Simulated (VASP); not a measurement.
# AgB2 (P6/mmm) in VASP: single point with PBE

Aim: the single point of AgB2 with PBE.

All numbers are computed with VASP 6.6.1; they aren't measurements. Logs are shortened: lines on timing, memory, paths and dates and some standing lists are left out, and cuts for length are marked.

## Step 1: The cell of the first run

The structure is hexagonal, space group P6/mmm (No. 191). Conventional cell: a = 3.000 Å, b = 3.000 Å, c = 3.240 Å, α = 90.00°, β = 90.00°, γ = 120.00°. Within 3.1 Å of Ag (site symmetry 6/mmm) lie 12 B at 2.37 Å and 6 Ag at 3.00 Å. B (site symmetry -6m2) has 3 B at 1.73 Å within 2.3 Å.

## Step 2: Single point, PBE

INCAR reads:

```
SYSTEM = AgB2
PREC = Accurate
ENCUT = 520
EDIFF = 1E-6
ISMEAR = -1
SIGMA = 0.05
LREAL = .False.
LASPH = .True.
NELM = 100
ALGO = Normal
ISIF = 2
LWAVE = .False.
LCHARG = .False.
GGA = PE
NBANDS = 16
```

KPOINTS reads:

```
regular mesh
0
Gamma
  14 14 11
  0 0 0
```

POSCAR reads:

```
AgB2
1.0
    3.0000016405      0.0000000000      0.0000000000
   -1.5000008203      2.5980776321      0.0000000000
    0.0000000000      0.0000000000      3.2400000000
Ag B
1 2
Direct
    0.0000000000      0.0000000000      0.0000000000
    0.3333333333      0.6666666667      0.5000000000
    0.6666666667      0.3333333333      0.5000000000
```

Potentials or basis: VASP PAW PBE potentials, release 64 (Ag, B).

Started as:

```bash
$ cat potpaw_PBE.64/Ag/POTCAR potpaw_PBE.64/B/POTCAR > POTCAR
$ mpirun -np 1 vasp_std > vasp.out
```

OUTCAR:

```text
SYSTEM = AgB2
   PREC = Accurate
   ENCUT = 520
   EDIFF = 1E-6
   ISMEAR = -1
   LREAL = .False.
   LASPH = .True.
   NELM = 100
   ISIF = 2
   GGA = PE

 ion  position               nearest neighbor table
   1  0.000  0.000  0.000-   2 2.37   3 2.37   2 2.37   3 2.37   3 2.37   3 2.37   2 2.37   2 2.37
                             3 2.37   3 2.37   2 2.37   2 2.37
   2  0.333  0.667  0.500-   3 1.73   3 1.73   3 1.73   1 2.37   1 2.37   1 2.37   1 2.37   1 2.37
                             1 2.37
   3  0.667  0.333  0.500-   2 1.73   2 1.73   2 1.73   1 2.37   1 2.37   1 2.37   1 2.37   1 2.37
                             1 2.37

  LATTYP: Found a hexagonal cell.
 ALAT       =     3.0000016405
 C/A-ratio  =     1.0799994094

  Lattice vectors:

 A1 = (   3.0000016405,   0.0000000000,   0.0000000000)
 A2 = (  -1.5000008203,   2.5980776321,   0.0000000000)
 A3 = (   0.0000000000,   0.0000000000,   3.2400000000)

Analysis of symmetry for initial positions (statically):
=====================================================================
 Subroutine PRICEL returns:
 Original cell was already a primitive cell.

 Routine SETGRP: Setting up the symmetry group for a
 hexagonal supercell.

 Subroutine GETGRP returns: Found 24 space group operations
 (whereof 24 operations were pure point group operations)
 out of a pool of 24 trial point group operations.

The static configuration has the point symmetry D_6h.

Analysis of symmetry for dynamics (positions and initial velocities):
=====================================================================
 Subroutine PRICEL returns:
 Original cell was already a primitive cell.

 Routine SETGRP: Setting up the symmetry group for a
 hexagonal supercell.

 Subroutine GETGRP returns: Found 24 space group operations
 (whereof 24 operations were pure point group operations)
 out of a pool of 24 trial point group operations.

The dynamic configuration has the point symmetry D_6h.

 Subroutine INISYM returns: Found 24 space group operations
 (whereof 24 operations are pure point group operations),
 and found     1 'primitive' translations

----------------------------------------------------------------------------------------

                                     Primitive cell

  volume of cell :      25.2533

  direct lattice vectors                    reciprocal lattice vectors
     3.000001640  0.000000000  0.000000000     0.333333151  0.192449984  0.000000000
    -1.500000820  2.598077632  0.000000000     0.000000000  0.384899969  0.000000000
     0.000000000  0.000000000  3.240000000     0.000000000  0.000000000  0.308641975

  length of vectors
     3.000001640  3.000001641  3.240000000     0.384899969  0.384899969  0.308641975

  position of ions in fractional coordinates (direct lattice)
     0.000000000  0.000000000  0.000000000
     0.333333333  0.666666667  0.500000000
     0.666666667  0.333333333  0.500000000

  ion indices of the primitive-cell ions
   primitive index   ion index
                 1           1
                 2           2
                 3           3

----------------------------------------------------------------------------------------

 KPOINTS: regular mesh

Automatic generation of k-mesh.
 Grid dimensions read from file:
 generate k-points for:   14   14   11

 Generating k-lattice:

  Cartesian coordinates                     Fractional coordinates (reciprocal lattice)
     0.023809511  0.013746427  0.000000000     0.071428571  0.000000000  0.000000000
     0.000000000  0.027492855  0.000000000     0.000000000  0.071428571  0.000000000
     0.000000000  0.000000000  0.028058361     0.000000000  0.000000000  0.090909091

  Length of vectors
     0.027492855  0.027492855  0.028058361

  Shift w.r.t. Gamma in fractional coordinates (k-lattice)
     0.000000000  0.000000000  0.000000000

 Subroutine IBZKPT returns following result:
 ===========================================

 Found    144 irreducible k-points:

 Following reciprocal coordinates:
            Coordinates               Weight
  0.000000  0.000000  0.000000      1.000000
  0.071429  0.000000  0.000000      6.000000
  0.142857 -0.000000  0.000000      6.000000
  0.214286 -0.000000  0.000000      6.000000
  0.285714  0.000000  0.000000      6.000000
  0.357143 -0.000000  0.000000      6.000000
[... 16 lines left out ...]
  0.285714  0.285714  0.000000      6.000000
  0.357143  0.285714  0.000000      6.000000
 [... further k-points ...]
   k-points           NKPTS =    144   k-points in BZ     NKDIM =    144   number of bands    NBANDS=     16
   number of dos      NEDOS =    301   number of ions     NIONS =      3
   total plane-waves  NPLWV =  13824
   dimension x,y,z NGX =    24 NGY =   24 NGZ =   24
   dimension x,y,z NGXF=    48 NGYF=   48 NGZF=   48
   ions per type =               1   2
   NGX,Y,Z   is equivalent  to a cutoff of  13.30, 13.30, 12.31 a.u.
   NGXF,Y,Z  is equivalent  to a cutoff of  26.60, 26.60, 24.63 a.u.
 SYSTEM =  AgB2
   PREC   = accura    normal or accurate (medium, high low for compatibility)
   ISTART =      0    job   : 0-new  1-cont  2-samecut
   ICHARG =      2    charge: 1-file 2-atom 10-const
   ISPIN  =      1    spin polarized calculation?
   LNONCOLLINEAR =      F non collinear calculations
   LSORBIT =      F    spin-orbit coupling
   LASPH  =      T    aspherical Exc in radial PAW
   ENCUT  =  520.0 eV  38.22 Ry    6.18 a.u.   5.58  5.58  6.02*2*pi/ulx,y,z
   NELM   =    100;   NELMIN=  2; NELMDL= -5     # of ELM steps
   EDIFF  = 0.1E-05   stopping-criterion for ELM
   LREAL  =      F    real-space projection
   EDIFFG = 0.1E-04   stopping-criterion for IOM
   NSW    =      0    number of steps for IOM
   IBRION =     -1    ionic relax: 0-MD 1-quasi-New 2-CG
   NFREE  =      0    steps in history (QN), initial steepest desc. (CG)
   ISIF   =      2    stress and relaxation
   ISYM   =      2    0-nonsym 1-usesym 2-fastsym
   POTIM  = 0.5000    time-step for ionic-motion
   TEBEG  =    0.0;   TEEND  =   0.0 temperature during run
   PSTRESS=    0.0 pullay stress
   NELECT =      17.0000    total number of electrons
   NUPDOWN=      -1.0000    fix difference up-down
   EMIN   =  10.00;   EMAX   =-10.00  energy-range for DOS
   EFERMI =   0.00;   METHOD = LEGACY
   ISMEAR =    -1;   SIGMA  =   0.05  broadening in eV -4-tet -1-fermi 0-gaus
   EFERMI_NEDOS =   21; number of points for ismear=-14 and -15
   IALGO  =     38    algorithm
   IMIX   =      4    mixing-type and parameters
     AMIX     =   0.40;   BMIX     =  1.00
     AMIX_MAG =   1.60;   BMIX_MAG =  1.00
  volume/ion in A,a.u.               =       8.42        56.81
  Fermi-wavevector in a.u.,A,eV,Ry     =   1.434779  2.711339 28.008817  2.058590
  Thomas-Fermi vector in A             =   2.554150
   LORBIT       =      0    0 simple, 1 ext, 2 COOP (PROOUT), +10 PAW based schemes
   GGA     = PE    functional components
   LHFCALC =     F    Hartree Fock is set to
   AEXX    =    0.0000 exact exchange contribution
   IVDW    =     0    specifies the selected vdW correction
   LEPSILON=     F    determine dielectric tensor
   LRPA    =     F    only Hartree local field effects (RPA)
 non-spin polarized calculation
  energy-cutoff  :      520.00
  volume of cell :       25.25
 maximum number of plane-waves:       702
 NGX is ok and might be reduce to    24
   NGX = 11   NGY = 11   NGZ = 13

 number of electron      16.9999992 magnetization

 Free energy of the ion-electron system (eV)
  ---------------------------------------------------
  ext. energy  EPLUGINS =         0.00000000
  ---------------------------------------------------
  free energy    TOTEN  =       -13.26016484 eV

  energy without entropy =      -13.24812835  energy(sigma->0) =      -13.25414659

 E-fermi :  10.7340     XC(G=0): -13.3002

 val. band max:       10.7321486376   @ k =   0.1429  -0.0000   0.1818
 cond. band min:      10.7533601325   @ k =   0.1429  -0.0000   0.2727
 fundamental gap:      0.0212114949
 Fermi energy:        10.7339717670

 k-point     1 :       0.0000    0.0000    0.0000
  band No.  band energies     occupation
      1      -3.6638      2.00000
      2       3.5744      2.00000
      3       4.0917      2.00000
      4       4.0917      2.00000
      5       5.6514      2.00000
      6       5.6514      2.00000
[... 8 lines left out ...]
     15      27.5493      0.00000
     16      29.7260      0.00000

 k-point     2 :       0.0714    0.0000    0.0000
  band No.  band energies     occupation
      1      -3.5645      2.00000
      2       3.6197      2.00000
      3       4.0066      2.00000
      4       4.1581      2.00000
      5       5.3550      2.00000
      6       5.6362      2.00000
[... 8 lines left out ...]
     15      27.7689      0.00000
     16      29.8103      0.00000

 k-point     3 :       0.1429   -0.0000    0.0000
  band No.  band energies     occupation
      1      -3.2700      2.00000
      2       3.7214      2.00000
      3       3.7822      2.00000
      4       4.3523      2.00000
      5       4.8239      2.00000
      6       5.5938      2.00000
[... 8 lines left out ...]
     15      28.3059      0.00000
     16      30.0457      0.00000

 k-point     4 :       0.2143   -0.0000    0.0000
  band No.  band energies     occupation
      1      -2.7909      2.00000
      2       3.3974      2.00000
      3       3.8730      2.00000
      4       4.3274      2.00000
      5       4.6595      2.00000
      6       5.5331      2.00000
[... 8 lines left out ...]
     15      28.4388      0.00000
     16      30.1838      0.00000
[... 324 lines left out ...]
 k-point    22 :       0.3571    0.2143    0.0000
  band No.  band energies     occupation
      1       0.5330      2.00000
      2       1.4618      2.00000
      3       2.9535      2.00000
      4       3.7448      2.00000
      5       4.7088      2.00000
      6       6.0747      2.00000
[... 8 lines left out ...]
     15      24.4486      0.00000
     16      25.4393      0.00000

 k-point    23 :       0.2857    0.2857    0.0000
  band No.  band energies     occupation
      1       0.4967      2.00000
      2       1.8732      2.00000
      3       2.6194      2.00000
      4       3.8678      2.00000
      5       4.5361      2.00000
      6       6.0017      2.00000
[... 8 lines left out ...]
     15      23.7240      0.00000
     16      25.2053      0.00000

 k-point    24 :       0.3571    0.2857    0.0000
  band No.  band energies     occupation
      1       1.3238      2.00000
      2       1.3611      2.00000
      3       2.2772      2.00000
      4       3.9806      2.00000
      5       4.3564      2.00000
      6       6.2117      2.00000
[... 8 lines left out ...]
     15      24.1535      0.00000
     16      24.7423      0.00000

 [... further k-points ...]
[... 5 lines left out ...]
  --------------------------------------------------------------------------------------
  -------------------------------------------------------------------------------------
  Total        6.7352964      6.7352964     11.9778822     -0.0000000      0.0000000      0.0000000
  in kB      427.3155235    427.3155235    759.9272062     -0.0000000      0.0000000      0.0000000
  external PRESSURE =     538.1860844 kB  Pullay stress =       0.0000000 kB

 VOLUME and BASIS-vectors are now :
 -----------------------------------------------------------------------------
  energy-cutoff  :      520.00
  volume of cell :       25.25
      direct lattice vectors                 reciprocal lattice vectors
     3.000001640  0.000000000  0.000000000     0.333333151  0.192449984  0.000000000
    -1.500000820  2.598077632  0.000000000     0.000000000  0.384899969  0.000000000
     0.000000000  0.000000000  3.240000000     0.000000000  0.000000000  0.308641975

 POSITION                                       TOTAL-FORCE (eV/Angst)
 -----------------------------------------------------------------------------------
      0.00000      0.00000      0.00000        -0.000000      0.000000      0.000000
     -0.00000      1.73205      1.62000        -0.000000      0.000000      0.000000
      1.50000      0.86603      1.62000         0.000000      0.000000      0.000000
 -----------------------------------------------------------------------------------
    total drift:                               -0.000000      0.000000      0.000000

  FREE ENERGIE OF THE ION-ELECTRON SYSTEM (eV)
  ---------------------------------------------------
  free  energy   TOTEN  =       -13.2601648378 eV

  energy  without entropy=      -13.2481283484  energy(sigma->0) =      -13.25414659
```

It took 16 s on 1 thread of Intel Xeon 6975P-C (Granite Rapids), shared host; peak memory 0.18 GiB.

What came out:

| Property | Result |
| --- | --- |
| Free energy | -13.2602 eV |
| Pressure | 53.8 GPa |
